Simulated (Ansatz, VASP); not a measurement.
## ZnS in VASP and in Ansatz

```xyz
4
Lattice="3.6316 0.0000 0.0000 -1.8158 3.1450 0.0000 0.0000 0.0000 6.7318" Properties=species:S:1:pos:R:3 pbc="T T T"
Zn    0.0000    2.0967    0.0366
Zn    1.8158    1.0483    3.4025
S     0.0000    2.0967    2.5551
S     1.8158    1.0483    5.9210
```

Alike in both runs: task single point; functional PBEsol; k mesh 9 × 9 × 6; occupations gaussian, width 0.05 eV; no spin polarisation.

```csv
,VASP,Ansatz
version,VASP 6.6.1,Ansatz 0.2.0
potentials or method,"VASP PAW PBE potentials, release 64 (Zn, S), cutoff 520 eV","scalar-relativistic, plane waves, PAW"
valence electrons in the cell,36,36
```

Ansatz gave:

```
gap on the k mesh at the Fermi level (eV)                     : 1.61
least direct gap on the mesh (eV)                             : 1.61
pressure (GPa)                                                : 1.7
traceless stress, the component that is largest in VASP (GPa) : -10.35
rms of the force components (eV/Å)                            : 0.294
```

Estimate VASP's values.

gap on the k mesh at the Fermi level (eV): 1.61; least direct gap on the mesh (eV): 1.61; pressure (GPa): 1.9; traceless stress, the component that is largest in VASP (GPa): -10.40; rms of the force components (eV/Å): 0.300.

VASP's potentials were made for PBE, not for PBEsol. Atom by atom the forces differ by 0.006 eV/Å (rms over components).
